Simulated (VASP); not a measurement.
# TiGePd3 (Pm-3m) in VASP: relaxation of cell and atoms with PBE

Aim: the relaxation of cell and atoms of TiGePd3 with PBE.

Everything below comes from runs of VASP 6.6.1. Logs are shortened: lines on timing, memory, paths and dates and some standing lists are left out, and cuts for length are marked.

## 1. The cell of the first run

Symmetry: Pm-3m, No. 221, cubic system. Conventional cell: a = 4.685 Å, b = 4.685 Å, c = 4.685 Å, α = 90.00°, β = 90.00°, γ = 90.00°. Ti (site symmetry m-3m) has 6 Pd at 2.34 Å within 3.1 Å. Within 4.4 Å of Ge (site symmetry m-3m) lie 12 Pd at 3.31 Å and 8 Ti at 4.06 Å. Within 3.1 Å of Pd (site symmetry 4/mmm) lie 2 Ti at 2.34 Å.

The cell was generated, and may not be a known phase.

## 2. Relaxation of cell and atoms, PBE, collinear spin

Input file INCAR:

```
ALGO = Fast
EDIFF = 1E-6
EDIFFG = -0.01
ENCUT = 600
GGA = PE
IBRION = 2
ISIF = 3
ISMEAR = 0
ISPIN = 2
KPAR = 4
LASPH = True
LCHARG = False
LMAXMIX = 4
LORBIT = 11
LREAL = False
LWAVE = False
MAGMOM = 0.33 0 0 0 0
NELM = 150
NSW = 100
PREC = Accurate
SIGMA = 0.1
```

Input file KPOINTS:

```
k-points
0
Gamma
  8 8 8
```

Input file POSCAR:

```
TiGePd3
1.0
    4.6845288580      0.0000000000      0.0000000000
    0.0000000000      4.6845288580      0.0000000000
    0.0000000000      0.0000000000      4.6845288580
Ti Ge Pd
1 1 3
Direct
    0.0000000000      0.0000000000      0.0000000000
    0.5000000000      0.5000000000      0.5000000000
    0.5000000000      0.0000000000      0.0000000000
    0.0000000000      0.5000000000      0.0000000000
    0.0000000000      0.0000000000      0.5000000000
```

Potentials or basis: VASP PAW PBE potentials, release 64 (Ti_sv, Ge_d, Pd).

Run with:

```bash
cat potpaw_PBE.64/Ti_sv/POTCAR potpaw_PBE.64/Ge_d/POTCAR potpaw_PBE.64/Pd/POTCAR > POTCAR
mpirun -np 4 vasp_std > vasp.out
```

OUTCAR:

```text
EDIFF = 1E-6
   EDIFFG = -0.01
   ENCUT = 600
   GGA = PE
   IBRION = 2
   ISIF = 3
   ISMEAR = 0
   ISPIN = 2
   LASPH = True
   LORBIT = 11
   LREAL = False
   NELM = 150
   NSW = 100
   PREC = Accurate

 ion  position               nearest neighbor table
   1  0.000  0.000  0.000-   3 2.34   4 2.34   5 2.34   5 2.34   4 2.34   3 2.34
   2  0.500  0.500  0.500-
   3  0.500  0.000  0.000-   1 2.34   1 2.34   5 3.31   5 3.31   4 3.31   4 3.31   4 3.31   5 3.31
                             5 3.31   4 3.31
   4  0.000  0.500  0.000-   1 2.34   1 2.34   5 3.31   5 3.31   3 3.31   3 3.31   5 3.31   5 3.31
                             3 3.31   3 3.31
   5  0.000  0.000  0.500-   1 2.34   1 2.34   4 3.31   3 3.31   3 3.31   4 3.31   4 3.31   4 3.31
                             3 3.31   3 3.31

  LATTYP: Found a simple cubic cell.
 ALAT       =     4.6845288580

  Lattice vectors:

 A1 = (   4.6845288580,   0.0000000000,   0.0000000000)
 A2 = (   0.0000000000,   4.6845288580,   0.0000000000)
 A3 = (   0.0000000000,   0.0000000000,   4.6845288580)

Analysis of symmetry for initial positions (statically):
=====================================================================
 Subroutine PRICEL returns:
 Original cell was already a primitive cell.

 Routine SETGRP: Setting up the symmetry group for a
 simple cubic supercell.

 Subroutine GETGRP returns: Found 48 space group operations
 (whereof 48 operations were pure point group operations)
 out of a pool of 48 trial point group operations.

The static configuration has the point symmetry O_h .

Analysis of symmetry for dynamics (positions and initial velocities):
=====================================================================
 Subroutine PRICEL returns:
 Original cell was already a primitive cell.

 Routine SETGRP: Setting up the symmetry group for a
 simple cubic supercell.

 Subroutine GETGRP returns: Found 48 space group operations
 (whereof 48 operations were pure point group operations)
 out of a pool of 48 trial point group operations.

The dynamic configuration has the point symmetry O_h .

Analysis of structural, dynamic, and magnetic symmetry:
=====================================================================
 Subroutine PRICEL returns:
 Original cell was already a primitive cell.

 Routine SETGRP: Setting up the symmetry group for a
 simple cubic supercell.

 Subroutine GETGRP returns: Found 48 space group operations
 (whereof 48 operations were pure point group operations)
 out of a pool of 48 trial point group operations.

The overall configuration has the point symmetry O_h .

 Subroutine INISYM returns: Found 48 space group operations
 (whereof 48 operations are pure point group operations),
 and found     1 'primitive' translations

----------------------------------------------------------------------------------------

                                     Primitive cell

  volume of cell :     102.8011

  direct lattice vectors                    reciprocal lattice vectors
     4.684528858  0.000000000  0.000000000     0.213468639  0.000000000  0.000000000
     0.000000000  4.684528858  0.000000000     0.000000000  0.213468639  0.000000000
     0.000000000  0.000000000  4.684528858     0.000000000  0.000000000  0.213468639

  length of vectors
     4.684528858  4.684528858  4.684528858     0.213468639  0.213468639  0.213468639

  position of ions in fractional coordinates (direct lattice)
     0.000000000  0.000000000  0.000000000
     0.500000000  0.500000000  0.500000000
[... 119 lines left out ...]
  volume of cell :      102.80
 maximum number of plane-waves:      3468
 NGX is ok and might be reduce to    40
   NGX = 19   NGY = 19   NGZ = 19

--------------------------------------- Ionic step        1  -------------------------------------------

 number of electron      55.9999998 magnetization       0.1074869

 Free energy of the ion-electron system (eV)
  ---------------------------------------------------
  ext. energy  EPLUGINS =         0.00000000
  ---------------------------------------------------
  free energy    TOTEN  =       -25.52101613 eV

  energy without entropy =      -25.50161008  energy(sigma->0) =      -25.51131311

------------------------ aborting loop because EDIFF is reached ----------------------------------------

  FORCE on cell =-STRESS in cart. coord.  units (eV):
  Direction    XX          YY          ZZ          XY          YZ          ZX
  --------------------------------------------------------------------------------------
  -------------------------------------------------------------------------------------
  Total       -0.1193027     -0.1193027     -0.1193027     -0.0000000      0.0000000     -0.0000000
  in kB       -1.8593584     -1.8593584     -1.8593584     -0.0000000      0.0000000     -0.0000000
  external PRESSURE =      -1.8593584 kB  Pullay stress =       0.0000000 kB

 VOLUME and BASIS-vectors are now :
 -----------------------------------------------------------------------------
  energy-cutoff  :      600.00
  volume of cell :      102.80
      direct lattice vectors                 reciprocal lattice vectors
     4.684528858  0.000000000  0.000000000     0.213468639  0.000000000  0.000000000
     0.000000000  4.684528858  0.000000000     0.000000000  0.213468639  0.000000000
     0.000000000  0.000000000  4.684528858     0.000000000  0.000000000  0.213468639

 POSITION                                       TOTAL-FORCE (eV/Angst)
 -----------------------------------------------------------------------------------
      0.00000      0.00000      0.00000         0.000000      0.000000      0.000000
      2.34226      2.34226      2.34226         0.000000      0.000000      0.000000
      2.34226      0.00000      0.00000         0.000000      0.000000      0.000000
      0.00000      2.34226      0.00000         0.000000      0.000000      0.000000
      0.00000      0.00000      2.34226         0.000000      0.000000      0.000000
 -----------------------------------------------------------------------------------
    total drift:                               -0.000000      0.000000     -0.000000

  FREE ENERGIE OF THE ION-ELECTRON SYSTEM (eV)
  ---------------------------------------------------
  free  energy   TOTEN  =       -25.5210161291 eV

  energy  without entropy=      -25.5016100842  energy(sigma->0) =      -25.51131311

--------------------------------------- Ionic step        2  -------------------------------------------

 number of electron      56.0000002 magnetization       0.0686087

 Free energy of the ion-electron system (eV)
  ---------------------------------------------------
  ext. energy  EPLUGINS =         0.00000000
  ---------------------------------------------------
  free energy    TOTEN  =       -25.52172496 eV

  energy without entropy =      -25.50189338  energy(sigma->0) =      -25.51180917

 E-fermi :   6.2825     XC(G=0): -10.9016

 val. band max:        6.2792491185   @ k =   0.5000   0.5000   0.3750
 cond. band min:       6.2844375888   @ k =   0.5000   0.2500   0.0000
 fundamental gap:      0.0051884703
 Fermi energy:         6.2824672336

 spin component 1

 k-point     1 :       0.0000    0.0000    0.0000
  band No.  band energies     occupation
      1     -51.4959      1.00000
      2     -27.7729      1.00000
      3     -27.7729      1.00000
      4     -27.7729      1.00000
      5     -18.4629      1.00000
      6     -18.4629      1.00000
[... 853 lines left out ...]
     32       7.4371      0.00000
     33       7.5956      0.00000

 [... further k-points ...]

 spin component 2

 k-point     1 :       0.0000    0.0000    0.0000
  band No.  band energies     occupation
      1     -51.4403      1.00000
      2     -27.7175      1.00000
      3     -27.7175      1.00000
      4     -27.7175      1.00000
      5     -18.4630      1.00000
      6     -18.4630      1.00000
[... 853 lines left out ...]
     32       7.6064      0.00000
     33      29.9683      0.00000

 [... further k-points ...]

------------------------ aborting loop because EDIFF is reached ----------------------------------------

  FORCE on cell =-STRESS in cart. coord.  units (eV):
  Direction    XX          YY          ZZ          XY          YZ          ZX
  --------------------------------------------------------------------------------------
  -------------------------------------------------------------------------------------
  Total        0.0473031      0.0473031      0.0473031      0.0000000     -0.0000000     -0.0000000
  in kB        0.7397811      0.7397811      0.7397811      0.0000000     -0.0000000     -0.0000000
  external PRESSURE =       0.7397811 kB  Pullay stress =       0.0000000 kB

 VOLUME and BASIS-vectors are now :
 -----------------------------------------------------------------------------
  energy-cutoff  :      600.00
  volume of cell :      102.45
      direct lattice vectors                 reciprocal lattice vectors
     4.679136517  0.000000000 -0.000000000     0.213714645  0.000000000 -0.000000000
    -0.000000000  4.679136517  0.000000000    -0.000000000  0.213714645 -0.000000000
     0.000000000  0.000000000  4.679136517     0.000000000 -0.000000000  0.213714645

 POSITION                                       TOTAL-FORCE (eV/Angst)
 -----------------------------------------------------------------------------------
      0.00000      0.00000      0.00000         0.000000     -0.000000      0.000000
      2.33957      2.33957      2.33957        -0.000000     -0.000000      0.000000
      2.33957      0.00000     -0.00000         0.000000     -0.000000      0.000000
     -0.00000      2.33957      0.00000         0.000000      0.000000      0.000000
      0.00000      0.00000      2.33957         0.000000     -0.000000      0.000000
 -----------------------------------------------------------------------------------
    total drift:                               -0.000000      0.000000     -0.000000

  FREE ENERGIE OF THE ION-ELECTRON SYSTEM (eV)
  ---------------------------------------------------
  free  energy   TOTEN  =       -25.5217249637 eV

  energy  without entropy=      -25.5018933772  energy(sigma->0) =      -25.51180917

 reached required accuracy - stopping structural energy minimisation

 total charge

# of ion       s       p       d       tot
------------------------------------------
    1        2.320   6.174   2.075  10.570
    2        1.329   0.656   9.980  11.965
    3        0.467   0.283   8.612   9.361
    4        0.467   0.283   8.612   9.361
    5        0.467   0.283   8.612   9.361
--------------------------------------------------
tot          5.051   7.678  37.890  50.619

 magnetization (x)

# of ion       s       p       d       tot
------------------------------------------
    1        0.002   0.001   0.056   0.059
    2        0.000  -0.001   0.000  -0.001
    3        0.001   0.004  -0.002   0.003
    4        0.001   0.004  -0.002   0.003
    5        0.001   0.004  -0.002   0.003
--------------------------------------------------
tot          0.006   0.011   0.050   0.067
```

It took 13 min on 4 MPI ranks of Oxide Virtual Turin-like, shared host; peak memory 0.45 GiB.

What came out:

```yaml
Free_energy: -25.5217 eV
Relaxed_volume: 20.49 Å³/atom
Relaxed_cell: a = 4.679 Å, b = 4.679 Å, c = 4.679 Å, α = 90.00°, β = 90.00°, γ = 90.00°
Space_group_after_relaxing_to_0.1_Å: Pm-3m (No. 221)
Energy_gained_by_relaxing: 0.1 meV/atom
Ionic_steps: 2
Pressure_after_relaxing: 0.1 GPa
Net_moment: 0.07 μB per cell
Site_moments: Ti +0.06; Ge -0.00; Pd +0.00 μB
Valence_electrons_inside_the_program's_atomic_spheres: Ti 10.57; Ge 11.96; Pd 9.36
```

The path:
| step | energy change (eV) | largest force (eV/Å) | pressure (GPa) | volume (Å³) |
| --- | --- | --- | --- | --- |
| 1 | 0.0000 | 0.0000 | -0.19 | 102.80 |
| 2 | -0.0007 | 0.0000 | 0.07 | 102.45 |

Final structure:
```cif
data_structure
_symmetry_space_group_name_H-M 'P 1'
_symmetry_Int_Tables_number 1
_cell_length_a 4.6791
_cell_length_b 4.6791
_cell_length_c 4.6791
_cell_angle_alpha 90.000
_cell_angle_beta 90.000
_cell_angle_gamma 90.000
_cell_volume 102.45
loop_
_atom_site_label
_atom_site_type_symbol
_atom_site_fract_x
_atom_site_fract_y
_atom_site_fract_z
_atom_site_occupancy
Ti1 Ti 0.00000 0.00000 0.00000 1
Ge1 Ge 0.50000 0.50000 0.50000 1
Pd1 Pd 0.50000 0.00000 0.00000 1
Pd2 Pd 0.00000 0.50000 0.00000 1
Pd3 Pd 0.00000 0.00000 0.50000 1
```
